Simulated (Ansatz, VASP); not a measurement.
Al3BiO in VASP and in Ansatz

Contents of INCAR:

```
SYSTEM = Al3BiO
  PREC = Accurate
  ENCUT = 520
  EDIFF = 1E-6
  ISMEAR = 0
  SIGMA = 0.1
  LREAL = .False.
  LASPH = .True.
  NELM = 100
  ALGO = Normal
  ISIF = 2
  LWAVE = .False.
  LCHARG = .True.
  GGA = PE
  LELF = .True.
  LVHAR = .True.
  NBANDS = 23
```

KPOINTS

```
regular mesh
0
Gamma
  4 4 6
  0 0 0
```

File POSCAR:

```
Al3BiO
1.0
    5.0291614600      0.0000000000      0.0000000000
    0.0000000000      5.0291614600      0.0000000000
    0.0000000000      0.0000000000      3.6630043200
Al Bi O
3 1 1
Direct
    0.0000000000      0.0000000000      0.0000000000
    0.0000000000      0.5000000000      0.5000000000
    0.5000000000      0.0000000000      0.5000000000
    0.5000000000      0.5000000000      0.0000000000
    0.0000000000      0.0000000000      0.5000000000
```

Input for Ansatz:

```yaml
crystal:
  lattice:
    - [5.02916146, 0.0, 0.0]
    - [0.0, 5.02916146, 0.0]
    - [0.0, 0.0, 3.66300432]
  atoms:
    - { symbol: Al, position: [0.0, 0.0, 0.0] }
    - { symbol: Al, position: [0.0, 0.5, 0.5] }
    - { symbol: Al, position: [0.5, 0.0, 0.5] }
    - { symbol: Bi, position: [0.5, 0.5, 0.0] }
    - { symbol: O, position: [0.0, 0.0, 0.5] }
basis:
  ecutwfc: 420
kpoints:
  mp_grid: { grid: [4, 4, 6] }
hamiltonian:
  xc: pbe
scf:
  occupations: { method: gaussian, width: 0.1 }
  lower_state_search: "off"
output:
  forces: true
  stress: true
  eigenvalues: true
```

Alike in both runs: task single point; functional PBE; k mesh 4 × 4 × 6; occupations gaussian, width 0.1 eV; no spin polarisation.

```csv
,VASP,Ansatz
version,VASP 6.6.1,Ansatz 0.2.0
potentials or method,"VASP PAW PBE potentials, release 64 (Al, Bi_d, O), cutoff 520 eV","scalar-relativistic, plane waves, PAW"
valence electrons in the cell,30,30
```

```tsv
	VASP	Ansatz	Ansatz less VASP
gap on the k mesh at the Fermi level (eV)	none	none	-
pressure (GPa)	2.5	2.5	+0.03
traceless stress, the component that is largest in VASP (GPa)	-2.28	-2.34	-0.057
```

A gap of «none» marks a metal or a gap that the smearing closes. The functional is the same, so the differences come from potentials, cutoffs and numerics.

Neither program's run includes spin-orbit coupling.
